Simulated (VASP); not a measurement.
A run of VASP 6.6.1 is set up as follows.

File POSCAR:

```
Ta
1.0
   -1.6459496395      1.6459496395      1.6459496395
    1.6459496395     -1.6459496395      1.6459496395
    1.6459496395      1.6459496395     -1.6459496395
Ta
1
Direct
    0.0000000000      0.0000000000      0.0000000000
```

File INCAR.step1:

```
ALGO     = Normal         # electronic algorithm
EDIFF    = 1E-4           # SCF threshold, eV
ENCUT    = 520            # plane-wave cutoff, eV
GGA      = PE             # functional
ISMEAR   = -1             # smearing method
LASPH    = True           # aspherical terms in the spheres
LCHARG   = False          # write CHGCAR
LREAL    = False          # projectors in reciprocal space
LWAVE    = True           # write WAVECAR
NBANDS   = 12             # bands
NELM     = 80             # most SCF steps
PREC     = Accurate       # precision mode
SIGMA    = 0.08           # smearing width, eV
```

File INCAR.step2:

```
ALGO     = Normal         # electronic algorithm
EDIFF    = 1E-6           # SCF threshold, eV
ENCUT    = 520            # plane-wave cutoff, eV
ISIF     = 2              # what is computed and relaxed
ISMEAR   = -1             # smearing method
ISTART   = 1            
IVDW     = 12             # dispersion correction
LASPH    = True           # aspherical terms in the spheres
LCHARG   = False          # write CHGCAR
LMIXTAU  = True         
LREAL    = False          # projectors in reciprocal space
LWAVE    = False          # write WAVECAR
METAGGA  = R2SCAN         # meta-GGA
NBANDS   = 12             # bands
NELM     = 80             # most SCF steps
PREC     = Accurate       # precision mode
SIGMA    = 0.08           # smearing width, eV
VDW_A1   = 0.49484001   
VDW_A2   = 5.73083694   
VDW_S6   = 1.0          
VDW_S8   = 0.78981345
```

KPOINTS

```
k-points
0
Gamma
  16 16 16
```

Potentials or basis: VASP PAW PBE potentials, release 64 (Ta_pv).

Run with:

```console
$ cat potpaw_PBE.64/Ta_pv/POTCAR > POTCAR
$ cp INCAR.step1 INCAR
$ mpirun -np 1 vasp_std > vasp.out
$ cp INCAR.step2 INCAR
$ mpirun -np 1 vasp_std > vasp.out
```

Question: What does it give for the band gap on the k mesh?

Answer: Zero (an odd number of electrons rules out a gap without spin polarisation).

Question: Estimate the dispersion energy per atom.

Answer: -0.315 eV.

Question: What does it give for the pressure?

Answer: 0.7 GPa.

Caveat: the PAW data sets were made with another functional, which shifts forces and pressure a little; spin-orbit coupling is left out, which moves the levels of the heavy elements.
